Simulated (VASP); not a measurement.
# Ba (P4/mmm) in VASP: notebook

The runs below take Ba through single point, with LDA.

Program: VASP 6.6.1. These are calculated values, not measurements. Logs are shortened: lines on timing, memory, paths and dates and some standing lists are left out, and cuts for length are marked.

**1. The cell of the first run**

It takes space group P4/mmm (No. 123, tetragonal). Conventional cell: a = 3.598 Å, b = 3.598 Å, c = 3.654 Å, α = 90.00°, β = 90.00°, γ = 90.00°. Within 4.7 Å of Ba (site symmetry 4/mmm) lie 6 Ba at 3.60 to 3.65 Å.

**2. Single point, LDA (strain -0.030 along x and y, -0.015 along z)**

INCAR reads:

```
PREC     = Accurate       # precision mode
ENCUT    = 520            # plane-wave cutoff, eV
EDIFF    = 1E-6           # SCF threshold, eV
ISMEAR   = 0              # smearing method
SIGMA    = 0.15           # smearing width, eV
LREAL    = False          # projectors in reciprocal space
LASPH    = True           # aspherical terms in the spheres
NELM     = 60             # most SCF steps
ALGO     = Fast           # electronic algorithm
ISIF     = 2              # what is computed and relaxed
LWAVE    = False          # write WAVECAR
LCHARG   = False          # write CHGCAR
NBANDS   = 11             # bands
```

KPOINTS reads:

```
Automatic mesh
0
Gamma
  16 16 16
```

POSCAR reads:

```
Ba
1.0
    3.5984618652      0.0000000000      0.0000000000
    0.0000000000      3.5984618652      0.0000000000
    0.0000000000      0.0000000000      3.6541081827
Ba
1
Direct
    0.0000000000      0.0000000000      0.0000000000
```

Potentials or basis: VASP PAW LDA potentials, release 64 (Ba_sv).

Started as:

```
$ cat potpaw_LDA.64/Ba_sv/POTCAR > POTCAR
$ mpirun -np 1 vasp_std > vasp.out
```

OUTCAR:

```text
PREC = Accurate
   ENCUT = 520
   EDIFF = 1E-6
   ISMEAR = 0
   LREAL = False
   LASPH = True
   NELM = 60
   ISIF = 2

 ion  position               nearest neighbor table
   1  0.000  0.000  0.000-

  LATTYP: Found a simple tetragonal cell.
 ALAT       =     3.5984618652
 C/A-ratio  =     1.0154639175

  Lattice vectors:

 A1 = (   3.5984618652,   0.0000000000,   0.0000000000)
 A2 = (   0.0000000000,   3.5984618652,   0.0000000000)
 A3 = (   0.0000000000,   0.0000000000,   3.6541081827)

Analysis of symmetry for initial positions (statically):
=====================================================================
 Subroutine PRICEL returns:
 Original cell was already a primitive cell.

 Routine SETGRP: Setting up the symmetry group for a
 simple tetragonal supercell.

 Subroutine GETGRP returns: Found 16 space group operations
 (whereof 16 operations were pure point group operations)
 out of a pool of 16 trial point group operations.

The static configuration has the point symmetry D_4h.

Analysis of symmetry for dynamics (positions and initial velocities):
=====================================================================
 Subroutine PRICEL returns:
 Original cell was already a primitive cell.

 Routine SETGRP: Setting up the symmetry group for a
 simple tetragonal supercell.

 Subroutine GETGRP returns: Found 16 space group operations
 (whereof 16 operations were pure point group operations)
 out of a pool of 16 trial point group operations.

The dynamic configuration has the point symmetry D_4h.

 Subroutine INISYM returns: Found 16 space group operations
 (whereof 16 operations are pure point group operations),
 and found     1 'primitive' translations

----------------------------------------------------------------------------------------

                                     Primitive cell

  volume of cell :      47.3168

  direct lattice vectors                    reciprocal lattice vectors
     3.598461865  0.000000000  0.000000000     0.277896512  0.000000000  0.000000000
     0.000000000  3.598461865  0.000000000     0.000000000  0.277896512  0.000000000
     0.000000000  0.000000000  3.654108183     0.000000000  0.000000000  0.273664585

  length of vectors
     3.598461865  3.598461865  3.654108183     0.277896512  0.277896512  0.273664585

  position of ions in fractional coordinates (direct lattice)
     0.000000000  0.000000000  0.000000000

  ion indices of the primitive-cell ions
   primitive index   ion index
[... 80 lines left out ...]
   ISYM   =      2    0-nonsym 1-usesym 2-fastsym
   POTIM  = 0.5000    time-step for ionic-motion
   TEBEG  =    0.0;   TEEND  =   0.0 temperature during run
   PSTRESS=    0.0 pullay stress
   NELECT =      10.0000    total number of electrons
   NUPDOWN=      -1.0000    fix difference up-down
   EMIN   =  10.00;   EMAX   =-10.00  energy-range for DOS
   EFERMI =   0.00;   METHOD = LEGACY
   ISMEAR =     0;   SIGMA  =   0.15  broadening in eV -4-tet -1-fermi 0-gaus
   EFERMI_NEDOS =   21; number of points for ismear=-14 and -15
   IALGO  =     68    algorithm
   IMIX   =      4    mixing-type and parameters
     AMIX     =   0.40;   BMIX     =  1.00
     AMIX_MAG =   1.60;   BMIX_MAG =  1.00
  volume/ion in A,a.u.               =      47.32       319.31
  Fermi-wavevector in a.u.,A,eV,Ry     =   0.975146  1.842759 12.937919  0.950910
  Thomas-Fermi vector in A             =   2.105663
   LORBIT       =      0    0 simple, 1 ext, 2 COOP (PROOUT), +10 PAW based schemes
   GGA     = CA    functional components
   LHFCALC =     F    Hartree Fock is set to
   AEXX    =    0.0000 exact exchange contribution
   IVDW    =     0    specifies the selected vdW correction
   LEPSILON=     F    determine dielectric tensor
   LRPA    =     F    only Hartree local field effects (RPA)
 non-spin polarized calculation
 RMM-DIIS sequential band-by-band and
 Gauss-broadening in eV      SIGMA  =   0.15
  energy-cutoff  :      520.00
  volume of cell :       47.32
 maximum number of plane-waves:      1328
 NGX is ok and might be reduce to    28
   NGX = 13   NGY = 13   NGZ = 13

 number of electron      10.0000001 magnetization

 Free energy of the ion-electron system (eV)
  ---------------------------------------------------
  ext. energy  EPLUGINS =         0.00000000
  ---------------------------------------------------
  free energy    TOTEN  =        -1.94875275 eV

  energy without entropy =       -1.93691778  energy(sigma->0) =       -1.94283526

 E-fermi :   2.3869     XC(G=0):  -8.5869

 val. band max:        2.3812716444   @ k =   0.5000   0.4375   0.3750
 cond. band min:       2.3877643904   @ k =   0.4375   0.3750   0.5000
 fundamental gap:      0.0064927460
 Fermi energy:         2.3869294633

 k-point     1 :       0.0000    0.0000    0.0000
  band No.  band energies     occupation
      1     -26.4462      2.00000
      2     -10.9749      2.00000
      3     -10.9017      2.00000
      4     -10.9017      2.00000
      5      -0.1496      2.00000
      6       2.1494      1.97485
      7       2.1533      1.97239
      8       8.6719      0.00000
      9       8.6719      0.00000
     10       8.8141      0.00000
     11      11.5197      0.00000
[... 309 lines left out ...]
 k-point    24 :       0.5000    0.1250    0.0000
  band No.  band energies     occupation
      1     -26.2541      2.00000
      2     -12.3876      2.00000
      3     -10.9870      2.00000
      4     -10.7967      2.00000
      5       2.3039      1.56599
      6       3.2320      0.00000
      7       3.3444      0.00000
      8       5.4754      0.00000
      9       5.9825      0.00000
     10       8.3956      0.00000
     11      10.9299      0.00000

 [... further k-points ...]

------------------------ aborting loop because EDIFF is reached ----------------------------------------

  FORCE on cell =-STRESS in cart. coord.  units (eV):
  Direction    XX          YY          ZZ          XY          YZ          ZX
  --------------------------------------------------------------------------------------
  -------------------------------------------------------------------------------------
  Total        0.3998513      0.3998513      0.2160888      0.0000000      0.0000000      0.0000000
  in kB       13.5392279     13.5392279      7.3169098      0.0000000      0.0000000      0.0000000
  external PRESSURE =      11.4651219 kB  Pullay stress =       0.0000000 kB

 VOLUME and BASIS-vectors are now :
 -----------------------------------------------------------------------------
  energy-cutoff  :      520.00
  volume of cell :       47.32
      direct lattice vectors                 reciprocal lattice vectors
     3.598461865  0.000000000  0.000000000     0.277896512  0.000000000  0.000000000
     0.000000000  3.598461865  0.000000000     0.000000000  0.277896512  0.000000000
     0.000000000  0.000000000  3.654108183     0.000000000  0.000000000  0.273664585

 POSITION                                       TOTAL-FORCE (eV/Angst)
 -----------------------------------------------------------------------------------
      0.00000      0.00000      0.00000         0.000000      0.000000      0.000000
 -----------------------------------------------------------------------------------
    total drift:                                0.000000     -0.000000     -0.000000

  FREE ENERGIE OF THE ION-ELECTRON SYSTEM (eV)
  ---------------------------------------------------
  free  energy   TOTEN  =        -1.9487527500 eV

  energy  without entropy=       -1.9369177764  energy(sigma->0) =       -1.94283526
```

It took 3.3 min on 1 thread of Oxide Virtual Turin-like, shared host; peak memory 0.27 GiB.

Results:

```yaml
Free_energy: -1.9488 eV
Pressure: 1.1 GPa
Band_gap_on_the_k_mesh: zero (bands 5 and 6 overlap by 0.69 eV)
```

Stress tensor (GPa, compression positive):
```
1.35 0.00 0.00
0.00 1.35 0.00
0.00 0.00 0.73
```

Levels at points of the mesh, in eV from the Fermi level:
```csv
k point,band 1,band 2,band 3,band 4,band 5,band 6,band 7,band 8,band 9,band 10
"(0.00, 0.00, 0.00)",-28.83,-13.36,-13.29,-13.29,-2.54,-0.24,-0.23,6.28,6.28,6.43
"(0.50, 0.00, 0.00)",-28.66,-14.81,-13.20,-13.13,-0.42,0.53,1.64,3.00,3.20,6.70
"(0.50, 0.50, 0.00)",-28.50,-14.56,-14.56,-13.06,-1.54,1.02,3.72,3.72,4.79,4.79
"(0.00, 0.00, 0.50)",-28.69,-14.73,-13.15,-13.15,-0.49,0.45,1.57,3.27,3.27,6.79
"(0.50, 0.00, 0.50)",-28.53,-14.59,-14.48,-13.01,-1.50,0.92,3.84,3.97,4.72,4.74
"(0.50, 0.50, 0.50)",-28.37,-14.37,-14.37,-14.27,-0.41,-0.28,-0.28,4.29,8.63,9.05
```

Caveat: the cell differs from its parent crystal (strain -0.030 along x and y, -0.015 along z); spin-orbit coupling is left out, which moves the levels of the heavy elements.

**3. Single point, LDA (strain -0.030 along x and y, +0.000 along z)**

INCAR reads:

```
SYSTEM = Ba
PREC     = Accurate       ! precision mode
ENCUT    = 520            ! plane-wave cutoff, eV
EDIFF    = 1E-6           ! SCF threshold, eV
ISMEAR   = 0              ! smearing method
SIGMA    = 0.15           ! smearing width, eV
LREAL    = .False.        ! projectors in reciprocal space
LASPH    = .True.         ! aspherical terms in the spheres
NELM     = 80             ! most SCF steps
ALGO     = Fast           ! electronic algorithm
ISIF     = 2              ! what is computed and relaxed
LWAVE    = .False.        ! write WAVECAR
LCHARG   = .False.        ! write CHGCAR
NBANDS   = 11             ! bands
```

KPOINTS reads:

```
regular mesh
0
Gamma
  16 16 16
  0 0 0
```

Edit POSCAR of step 2 so:

```diff
@@ -4,3 +4,3 @@
     0.0000000000      3.5984618652      0.0000000000
-    0.0000000000      0.0000000000      3.6541081827
+    0.0000000000      0.0000000000      3.7097545002
 Ba
```

Potentials or basis: VASP PAW LDA potentials, release 64 (Ba_sv).

Started as:

```
$ cat potpaw_LDA.64/Ba_sv/POTCAR > POTCAR
$ mpirun -np 1 vasp_std > vasp.out
```

It took 2.8 min on 1 thread of Oxide Virtual Turin-like, shared host; peak memory 0.28 GiB.

Results (log left out):

- Free energy: -1.9507 eV
- Pressure: 1.0 GPa
- Band gap on the k mesh: zero (bands 5 and 6 overlap by 0.63 eV)

Stress tensor (GPa, compression positive):
```
1.36 0.00 0.00
0.00 1.36 0.00
0.00 0.00 0.14
```

Levels at points of the mesh, in eV from the Fermi level:
```tsv
k point	band 2	band 3	band 4	band 5	band 6	band 7	band 8	band 9
(0.00, 0.00, 0.00)	-13.44	-13.30	-13.30	-2.54	-0.23	-0.22	6.15	6.15
(0.50, 0.00, 0.00)	-14.82	-13.28	-13.15	-0.42	0.56	1.62	2.82	3.20
(0.50, 0.50, 0.00)	-14.57	-14.57	-13.13	-1.52	1.07	3.56	3.56	4.75
(0.00, 0.00, 0.50)	-14.66	-13.18	-13.18	-0.56	0.40	1.48	3.34	3.34
(0.50, 0.00, 0.50)	-14.62	-14.42	-13.04	-1.45	0.87	3.79	4.06	4.60
(0.50, 0.50, 0.50)	-14.40	-14.40	-14.20	-0.47	-0.22	-0.22	4.28	8.36
```

Caveat: the cell differs from its parent crystal (strain -0.030 along x and y, +0.000 along z); spin-orbit coupling is left out, which moves the levels of the heavy elements.

**4. Single point, LDA (strain -0.015 along x and y, -0.030 along z)**

INCAR reads:

```
SYSTEM = Ba
PREC     = Accurate       ! precision mode
ENCUT    = 520            ! plane-wave cutoff, eV
EDIFF    = 1E-6           ! SCF threshold, eV
ISMEAR   = 0              ! smearing method
SIGMA    = 0.15           ! smearing width, eV
LREAL    = .FALSE.        ! projectors in reciprocal space
LASPH    = .TRUE.         ! aspherical terms in the spheres
NELM     = 80             ! most SCF steps
ALGO     = Fast           ! electronic algorithm
ISIF     = 2              ! what is computed and relaxed
LWAVE    = .FALSE.        ! write WAVECAR
LCHARG   = .FALSE.        ! write CHGCAR
NBANDS   = 11             ! bands
```

KPOINTS reads:

```
Automatic mesh
0
G
  16 16 16
  0 0 0
```

POSCAR reads:

```
Ba
1.0
    3.6541081827      0.0000000000      0.0000000000
    0.0000000000      3.6541081827      0.0000000000
    0.0000000000      0.0000000000      3.5984618652
Ba
1
Direct
    0.0000000000      0.0000000000      0.0000000000
```

Started as:

```
$ cat potpaw_LDA.64/Ba_sv/POTCAR > POTCAR
$ mpirun -np 1 vasp_std > vasp.out
```

Run time: 3.9 min. Hardware: 1 thread of Oxide Virtual Turin-like, shared host; peak memory 0.28 GiB.

The run converged. Its results:

| Quantity | Value |
| --- | --- |
| Free energy | -1.9535 eV |
| Pressure | 0.9 GPa |
| Band gap on the k mesh | zero (bands 5 and 6 overlap by 0.69 eV) |

Stress tensor (GPa, compression positive):
```
0.74 0.00 0.00
0.00 0.74 0.00
0.00 0.00 1.36
```

Levels at points of the mesh, in eV from the Fermi level:
```csv
k point,band 3,band 4,band 5,band 6,band 7,band 8
"(0.00, 0.00, 0.00)",-13.37,-13.30,-2.54,-0.22,-0.22,6.14
"(0.50, 0.00, 0.00)",-13.23,-13.16,-0.49,0.48,1.55,3.08
"(0.50, 0.50, 0.00)",-14.52,-13.04,-1.45,0.87,3.92,3.92
"(0.00, 0.00, 0.50)",-13.21,-13.21,-0.42,0.57,1.62,3.01
"(0.50, 0.00, 0.50)",-14.49,-13.09,-1.48,0.97,3.67,3.80
"(0.50, 0.50, 0.50)",-14.30,-14.30,-0.34,-0.34,-0.21,4.28
```

Caveat: the cell differs from its parent crystal (strain -0.015 along x and y, -0.030 along z); spin-orbit coupling is left out, which moves the levels of the heavy elements.

**5. Single point, LDA (strain -0.030 along x and y, +0.015 along z)**

INCAR reads:

```
ALGO = Fast ; EDIFF = 1E-7
ENCUT = 520 ; ISIF = 2
ISMEAR = 0 ; LASPH = True
LCHARG = True ; LELF = True
LREAL = False ; LVHAR = True
LWAVE = False ; NBANDS = 11
NELM = 80 ; PREC = Accurate
SIGMA = 0.15
```

KPOINTS reads:

```
k-points
0
Gamma
  16 16 16
```

POSCAR reads:

```
Ba
1.0
    3.5984618652      0.0000000000      0.0000000000
    0.0000000000      3.5984618652      0.0000000000
    0.0000000000      0.0000000000      3.7654008177
Ba
1
Direct
    0.0000000000      0.0000000000      0.0000000000
```

Started as:

```
$ cat potpaw_LDA.64/Ba_sv/POTCAR > POTCAR
$ mpirun -np 1 vasp_std > vasp.out
```

Wall time 6.8 min (1 thread of Oxide Virtual Turin-like, shared host); peak memory 0.28 GiB.

It converged, with:

```
Free energy            : -1.9500 eV
Pressure               : 0.8 GPa
Band gap on the k mesh : zero (bands 5 and 6 overlap by 0.56 eV)
```

Stress tensor (GPa, compression positive):
```
 1.37  0.00  0.00
 0.00  1.37  0.00
 0.00  0.00 -0.42
```

Levels at points of the mesh, in eV from the Fermi level:
```tsv
k point	band 1	band 2	band 3	band 4	band 5	band 6	band 7	band 8	band 9	band 10
(0.00, 0.00, 0.00)	-28.85	-13.51	-13.31	-13.31	-2.54	-0.22	-0.20	6.03	6.03	6.43
(0.50, 0.00, 0.00)	-28.68	-14.82	-13.35	-13.16	-0.41	0.59	1.60	2.66	3.21	6.46
(0.50, 0.50, 0.00)	-28.52	-14.58	-14.58	-13.20	-1.51	1.12	3.41	3.41	4.71	4.71
(0.00, 0.00, 0.50)	-28.74	-14.61	-13.21	-13.21	-0.62	0.36	1.39	3.42	3.42	6.71
(0.50, 0.00, 0.50)	-28.58	-14.65	-14.36	-13.07	-1.41	0.82	3.75	4.13	4.48	4.57
(0.50, 0.50, 0.50)	-28.42	-14.43	-14.43	-14.15	-0.53	-0.15	-0.15	4.28	8.12	8.51
```

Caveat: the cell differs from its parent crystal (strain -0.030 along x and y, +0.015 along z); spin-orbit coupling is left out, which moves the levels of the heavy elements.

**6. Overview**

```csv
cell,further INCAR settings,gap on the mesh (eV),pressure (GPa)
"a = 3.598, b = 3.598, c = 3.654 Å, 1 atom",ALGO = Fast; EDIFF = 1e-06; NBANDS = 11,none,1.1
"a = 3.598, b = 3.598, c = 3.710 Å, 1 atom",ALGO = Fast; EDIFF = 1e-06; NBANDS = 11,none,1.0
"a = 3.654, b = 3.654, c = 3.598 Å, 1 atom",ALGO = Fast; EDIFF = 1e-06; NBANDS = 11,none,0.9
"a = 3.598, b = 3.598, c = 3.765 Å, 1 atom",ALGO = Fast; EDIFF = 1e-07; NBANDS = 11,none,0.8
```

Alike in all rows: task single point; level LDA; potentials or basis VASP PAW LDA potentials, release 64 (Ba_sv); no spin polarisation; k mesh 16 × 16 × 16; cutoff (eV) 520; smearing gaussian 0.15 eV.

Caveats: spin-orbit coupling is left out, which moves the levels of the heavy elements.

Total energies depend on the potentials used, so only differences within one code and one set of settings carry meaning.
